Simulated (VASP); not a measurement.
Here is a VASP 6.6.1 calculation.

INCAR

```
  PREC = Accurate
  ENCUT = 500
  EDIFF = 1E-6
  ISMEAR = -1
  SIGMA = 0.02
  LREAL = F
  LASPH = T
  NELM = 120
  ALGO = Normal
  ISIF = 2
  LWAVE = F
  LCHARG = F
  GGA = PE
  NBANDS = 15
  GGA_COMPAT = F
```

File KPOINTS:

```
regular mesh
0
Gamma
  6 6 6
```

Contents of POSCAR:

```
RbCl
1.0
    0.0000000000      3.3491260046      3.3491260046
    3.3491260046      0.0000000000      3.3491260046
    3.3491260046      3.3491260046      0.0000000000
Rb Cl
1 1
Direct
    0.0000000000      0.0000000000      0.0000000000
    0.5000000000      0.5000000000      0.5000000000
```

Potentials or basis: VASP PAW PBE potentials, release 64 (Rb_sv, Cl).

Command:

```bash
$ cat potpaw_PBE.64/Rb_sv/POTCAR potpaw_PBE.64/Cl/POTCAR > POTCAR
$ mpirun -np 1 vasp_std > vasp.out
```

Estimate the band gap on the k mesh.

4.83 eV, direct.

Predict the pressure.

0.0 GPa.

PBE gaps usually lie below the measured ones, often by a third to a half.
